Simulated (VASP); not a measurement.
# SiC (P6_3mc) in VASP: further runs

Runs on SiC. Level: PBE. Tasks: single point.

Everything below comes from runs of VASP 6.6.1. Logs are shortened: lines on timing, memory, paths and dates and some standing lists are left out, and cuts for length are marked.

### 1 The cell of the first run

The structure is hexagonal, space group P6_3mc (No. 186). The conventional cell has a = 2.847 Å, b = 2.847 Å, c = 9.319 Å, α = 90.00°, β = 90.00°, γ = 120.00°. Si (site symmetry 3m) has 4 C at 1.74 to 1.75 Å within 2.3 Å. Within 2.3 Å of Si (site symmetry 3m) lie 4 C at 1.74 to 1.75 Å. Within 2.3 Å of C (site symmetry 3m) lie 4 Si at 1.74 to 1.75 Å. C (site symmetry 3m) has 4 Si at 1.74 to 1.75 Å within 2.3 Å.

### 2 Single point, PBE (strain -0.080 along x and y, -0.080 along z)

Contents of INCAR:

```
SYSTEM = SiC
PREC     = Accurate       ! precision mode
ENCUT    = 520            ! plane-wave cutoff, eV
EDIFF    = 1E-6           ! SCF threshold, eV
ISMEAR   = 0              ! smearing method
SIGMA    = 0.05           ! smearing width, eV
LREAL    = .FALSE.        ! projectors in reciprocal space
LASPH    = .TRUE.         ! aspherical terms in the spheres
NELM     = 60             ! most SCF steps
ALGO     = Normal         ! electronic algorithm
ISIF     = 2              ! what is computed and relaxed
LWAVE    = .FALSE.        ! write WAVECAR
LCHARG   = .FALSE.        ! write CHGCAR
GGA      = PE             ! functional
NBANDS   = 26             ! bands
```

Contents of KPOINTS:

```
regular mesh
0
G
  12 12 4
  0 0 0
```

Contents of POSCAR:

```
SiC
1.0
    2.8465905663      0.0000000000      0.0000000000
   -1.4232952831      2.4652197446      0.0000000000
    0.0000000000      0.0000000000      9.3189920626
Si C
4 4
Direct
    0.6666666667      0.3333333333      0.9378441878
    0.3333333333      0.6666666667      0.4378441878
    0.0000000000      0.0000000000      0.6878995565
    0.0000000000      0.0000000000      0.1878995565
    0.6666666667      0.3333333333      0.7498074459
    0.3333333333      0.6666666667      0.2498074459
    0.0000000000      0.0000000000      0.5004478098
    0.0000000000      0.0000000000      0.0004478098
```

Potentials or basis: VASP PAW PBE potentials, release 64 (Si, C).

Launch:

```bash
$ cat potpaw_PBE.64/Si/POTCAR potpaw_PBE.64/C/POTCAR > POTCAR
$ mpirun -np 1 vasp_std > vasp.out
```

OUTCAR:

```text
SYSTEM = SiC
   PREC = Accurate
   ENCUT = 520
   EDIFF = 1E-6
   ISMEAR = 0
   LREAL = .FALSE.
   LASPH = .TRUE.
   NELM = 60
   ISIF = 2
   GGA = PE

 ion  position               nearest neighbor table
   1  0.667  0.333  0.938-   8 1.74   8 1.74   8 1.74   5 1.75   3 2.85   3 2.85   3 2.85   4 2.85
                             4 2.85   4 2.85
   2  0.333  0.667  0.438-   7 1.74   7 1.74   7 1.74   6 1.75   4 2.85   4 2.85   4 2.85   3 2.85
                             3 2.85   3 2.85
   3  0.000  0.000  0.688-   5 1.74   5 1.74   5 1.74   7 1.75   1 2.85   1 2.85   1 2.85   2 2.85
                             2 2.85   2 2.85
   4  0.000  0.000  0.188-   6 1.74   6 1.74   6 1.74   8 1.75   2 2.85   2 2.85   2 2.85   1 2.85
                             1 2.85   1 2.85
   5  0.667  0.333  0.750-   3 1.74   3 1.74   3 1.74   1 1.75
   6  0.333  0.667  0.250-   4 1.74   4 1.74   4 1.74   2 1.75
   7  0.000  0.000  0.500-   2 1.74   2 1.74   2 1.74   3 1.75
   8  0.000  0.000  0.000-   1 1.74   1 1.74   1 1.74   4 1.75

  LATTYP: Found a hexagonal cell.
 ALAT       =     2.8465905663
 C/A-ratio  =     3.2737381248

  Lattice vectors:

 A1 = (   2.8465905663,   0.0000000000,   0.0000000000)
 A2 = (  -1.4232952831,   2.4652197446,   0.0000000000)
 A3 = (   0.0000000000,   0.0000000000,   9.3189920626)

Analysis of symmetry for initial positions (statically):
=====================================================================
 Subroutine PRICEL returns:
 Original cell was already a primitive cell.

 Routine SETGRP: Setting up the symmetry group for a
 hexagonal supercell.

 Subroutine GETGRP returns: Found 12 space group operations
 (whereof  6 operations were pure point group operations)
 out of a pool of 24 trial point group operations.

The static configuration has the point symmetry C_3v.
 The point group associated with its full space group is C_6v.

Analysis of symmetry for dynamics (positions and initial velocities):
=====================================================================
 Subroutine PRICEL returns:
 Original cell was already a primitive cell.

 Routine SETGRP: Setting up the symmetry group for a
 hexagonal supercell.

 Subroutine GETGRP returns: Found 12 space group operations
 (whereof  6 operations were pure point group operations)
 out of a pool of 24 trial point group operations.

The dynamic configuration has the point symmetry C_3v.
 The point group associated with its full space group is C_6v.

 Subroutine INISYM returns: Found 12 space group operations
 (whereof  6 operations are pure point group operations),
 and found     1 'primitive' translations

----------------------------------------------------------------------------------------

                                     Primitive cell

  volume of cell :      65.3958

  direct lattice vectors                    reciprocal lattice vectors
     2.846590566  0.000000000  0.000000000     0.351297447  0.202821676  0.000000000
    -1.423295283  2.465219745  0.000000000     0.000000000  0.405643352  0.000000000
     0.000000000  0.000000000  9.318992063     0.000000000  0.000000000  0.107307742

  length of vectors
     2.846590566  2.846590566  9.318992063     0.405643352  0.405643352  0.107307742

  position of ions in fractional coordinates (direct lattice)
     0.666666667  0.333333333  0.937844188
     0.333333333  0.666666667  0.437844188
     0.000000000  0.000000000  0.687899556
     0.000000000  0.000000000  0.187899556
     0.666666667  0.333333333  0.749807446
     0.333333333  0.666666667  0.249807446
     0.000000000  0.000000000  0.500447810
     0.000000000  0.000000000  0.000447810

  ion indices of the primitive-cell ions
   primitive index   ion index
                 1           1
                 2           2
                 3           3
                 4           4
                 5           5
                 6           6
                 7           7
                 8           8

----------------------------------------------------------------------------------------

 KPOINTS: regular mesh

Automatic generation of k-mesh.
 Grid dimensions read from file:
 generate k-points for:   12   12    4

 Generating k-lattice:

  Cartesian coordinates                     Fractional coordinates (reciprocal lattice)
     0.029274787  0.016901806  0.000000000     0.083333333  0.000000000  0.000000000
     0.000000000  0.033803613  0.000000000     0.000000000  0.083333333  0.000000000
     0.000000000  0.000000000  0.026826936     0.000000000  0.000000000  0.250000000

  Length of vectors
     0.033803613  0.033803613  0.026826936

  Shift w.r.t. Gamma in fractional coordinates (k-lattice)
     0.000000000  0.000000000  0.000000000

 Subroutine IBZKPT returns following result:
 ===========================================

 Found     57 irreducible k-points:

 Following reciprocal coordinates:
            Coordinates               Weight
  0.000000  0.000000  0.000000      1.000000
  0.083333 -0.000000  0.000000      6.000000
  0.166667  0.000000  0.000000      6.000000
  0.250000 -0.000000  0.000000      6.000000
  0.333333  0.000000  0.000000      6.000000
  0.416667 -0.000000  0.000000      6.000000
[... 16 lines left out ...]
  0.250000 -0.000000  0.250000     12.000000
  0.333333  0.000000  0.250000     12.000000
 [... further k-points ...]
   k-points           NKPTS =     57   k-points in BZ     NKDIM =     57   number of bands    NBANDS=     26
   number of dos      NEDOS =    301   number of ions     NIONS =      8
   total plane-waves  NPLWV =  40320
   dimension x,y,z NGX =    24 NGY =   24 NGZ =   70
   dimension x,y,z NGXF=    48 NGYF=   48 NGZF=  140
   ions per type =               4   4
   NGX,Y,Z   is equivalent  to a cutoff of  14.02, 14.02, 12.49 a.u.
   NGXF,Y,Z  is equivalent  to a cutoff of  28.03, 28.03, 24.98 a.u.
 SYSTEM =  SiC
   PREC   = accura    normal or accurate (medium, high low for compatibility)
   ISTART =      0    job   : 0-new  1-cont  2-samecut
   ICHARG =      2    charge: 1-file 2-atom 10-const
   ISPIN  =      1    spin polarized calculation?
   LNONCOLLINEAR =      F non collinear calculations
   LSORBIT =      F    spin-orbit coupling
   LASPH  =      T    aspherical Exc in radial PAW
   ENCUT  =  520.0 eV  38.22 Ry    6.18 a.u.   5.29  5.29 17.33*2*pi/ulx,y,z
   NELM   =     60;   NELMIN=  2; NELMDL= -5     # of ELM steps
   EDIFF  = 0.1E-05   stopping-criterion for ELM
   LREAL  =      F    real-space projection
   EDIFFG = 0.1E-04   stopping-criterion for IOM
   NSW    =      0    number of steps for IOM
   IBRION =     -1    ionic relax: 0-MD 1-quasi-New 2-CG
   NFREE  =      0    steps in history (QN), initial steepest desc. (CG)
   ISIF   =      2    stress and relaxation
   ISYM   =      2    0-nonsym 1-usesym 2-fastsym
   POTIM  = 0.5000    time-step for ionic-motion
   TEBEG  =    0.0;   TEEND  =   0.0 temperature during run
   PSTRESS=    0.0 pullay stress
   NELECT =      32.0000    total number of electrons
   NUPDOWN=      -1.0000    fix difference up-down
   EMIN   =  10.00;   EMAX   =-10.00  energy-range for DOS
   EFERMI =   0.00;   METHOD = LEGACY
   ISMEAR =     0;   SIGMA  =   0.05  broadening in eV -4-tet -1-fermi 0-gaus
   EFERMI_NEDOS =   21; number of points for ismear=-14 and -15
   IALGO  =     38    algorithm
   IMIX   =      4    mixing-type and parameters
     AMIX     =   0.40;   BMIX     =  1.00
     AMIX_MAG =   1.60;   BMIX_MAG =  1.00
  volume/ion in A,a.u.               =       8.17        55.16
  Fermi-wavevector in a.u.,A,eV,Ry     =   1.290055  2.437851 22.643393  1.664242
  Thomas-Fermi vector in A             =   2.421910
   LORBIT       =      0    0 simple, 1 ext, 2 COOP (PROOUT), +10 PAW based schemes
   GGA     = PE    functional components
   LHFCALC =     F    Hartree Fock is set to
   AEXX    =    0.0000 exact exchange contribution
   IVDW    =     0    specifies the selected vdW correction
   LEPSILON=     F    determine dielectric tensor
   LRPA    =     F    only Hartree local field effects (RPA)
 non-spin polarized calculation
 Gauss-broadening in eV      SIGMA  =   0.05
  energy-cutoff  :      520.00
  volume of cell :       65.40
 maximum number of plane-waves:      1777
 NGX is ok and might be reduce to    24
   NGX = 11   NGY = 11   NGZ = 35

 number of electron      31.9999999 magnetization

 Free energy of the ion-electron system (eV)
  ---------------------------------------------------
  ext. energy  EPLUGINS =         0.00000000
  ---------------------------------------------------
  free energy    TOTEN  =       -56.17384888 eV

  energy without entropy =      -56.17384888  energy(sigma->0) =      -56.17384888

 E-fermi :  11.3531     XC(G=0): -12.4129

 val. band max:       11.0548845662   @ k =   0.0000   0.0000   0.0000
 cond. band min:      13.2781303687   @ k =   0.5000  -0.0000   0.0000
 fundamental gap:      2.2232458026
 Fermi energy:        11.3531155795

 k-point     1 :       0.0000    0.0000    0.0000
  band No.  band energies     occupation
      1      -6.4065      2.00000
      2      -4.9951      2.00000
      3      -4.9378      2.00000
      4      -1.8739      2.00000
      5       1.0124      2.00000
      6       6.1985      2.00000
[... 18 lines left out ...]
     25      20.4934      0.00000
     26      20.5412      0.00000

 k-point     2 :       0.0833   -0.0000    0.0000
  band No.  band energies     occupation
      1      -6.2619      2.00000
      2      -4.8548      2.00000
      3      -4.7969      2.00000
      4      -1.7530      2.00000
      5       1.1532      2.00000
      6       6.2598      2.00000
[... 18 lines left out ...]
     25      20.2386      0.00000
     26      20.8698      0.00000

 k-point     3 :       0.1667    0.0000    0.0000
  band No.  band energies     occupation
      1      -5.8310      2.00000
      2      -4.4376      2.00000
      3      -4.3777      2.00000
      4      -1.3997      2.00000
      5       1.5704      2.00000
      6       6.3082      2.00000
[... 572 lines left out ...]
 k-point    23 :       0.2500   -0.0000    0.2500
  band No.  band energies     occupation
      1      -5.0344      2.00000
      2      -4.3292      2.00000
      3      -2.9759      2.00000
      4      -1.2833      2.00000
      5       2.7633      2.00000
      6       4.8525      2.00000
[... 18 lines left out ...]
     25      21.7765      0.00000
     26      21.7877      0.00000

 k-point    24 :       0.3333    0.0000    0.2500
  band No.  band energies     occupation
      1      -4.0759      2.00000
      2      -3.3941      2.00000
      3      -2.1053      2.00000
      4      -0.5927      2.00000
      5       3.0431      2.00000
      6       3.5840      2.00000
[... 18 lines left out ...]
     25      21.4115      0.00000
     26      21.9196      0.00000

 [... further k-points ...]
[... 5 lines left out ...]
  --------------------------------------------------------------------------------------
  -------------------------------------------------------------------------------------
  Total       35.2164202     35.2164202     34.6125378      0.0000000      0.0000000     -0.0000000
  in kB      862.7921886    862.7921886    847.9972442      0.0000000      0.0000000     -0.0000000
  external PRESSURE =     857.8605405 kB  Pullay stress =       0.0000000 kB

 VOLUME and BASIS-vectors are now :
 -----------------------------------------------------------------------------
  energy-cutoff  :      520.00
  volume of cell :       65.40
      direct lattice vectors                 reciprocal lattice vectors
     2.846590566  0.000000000  0.000000000     0.351297447  0.202821676  0.000000000
    -1.423295283  2.465219745  0.000000000     0.000000000  0.405643352  0.000000000
     0.000000000  0.000000000  9.318992063     0.000000000  0.000000000  0.107307742

 POSITION                                       TOTAL-FORCE (eV/Angst)
 -----------------------------------------------------------------------------------
      1.42330      0.82174      8.73976         0.000000      0.000000     -0.108616
     -0.00000      1.64348      4.08027        -0.000000      0.000000     -0.108616
      0.00000      0.00000      6.41053        -0.000000      0.000000      0.065796
      0.00000      0.00000      1.75103        -0.000000      0.000000      0.065796
      1.42330      0.82174      6.98745         0.000000     -0.000000      0.043742
     -0.00000      1.64348      2.32795        -0.000000      0.000000      0.043742
      0.00000      0.00000      4.66367        -0.000000      0.000000     -0.000922
      0.00000      0.00000      0.00417         0.000000      0.000000     -0.000922
 -----------------------------------------------------------------------------------
    total drift:                               -0.000000     -0.000000      0.000194

  FREE ENERGIE OF THE ION-ELECTRON SYSTEM (eV)
  ---------------------------------------------------
  free  energy   TOTEN  =       -56.1738488755 eV

  energy  without entropy=      -56.1738488755  energy(sigma->0) =      -56.17384888
```

It took 57 s on 1 thread of AMD EPYC 9R45 (Zen 5), shared host; peak memory 0.19 GiB.

What came out:

| Quantity | Value |
| --- | --- |
| Free energy | -56.1738 eV |
| Pressure | 85.8 GPa |
| Largest force | 0.109 eV/Å |
| Band gap on the k mesh | 2.22 eV, indirect (least direct gap 3.38 eV) |

Forces in eV/Å, atoms in the order of the input:
```
Si   0.000  0.000 -0.109
Si   0.000  0.000 -0.109
Si   0.000  0.000  0.066
Si   0.000  0.000  0.066
C    0.000  0.000  0.044
C    0.000  0.000  0.044
C    0.000  0.000 -0.001
C    0.000  0.000 -0.001
```

Stress tensor (GPa, compression positive):
```
86.28  0.00  0.00
 0.00 86.28  0.00
 0.00  0.00 84.80
```

Caveat: the cell differs from its parent crystal (strain -0.080 along x and y, -0.080 along z).

[end of part 1 of 2]
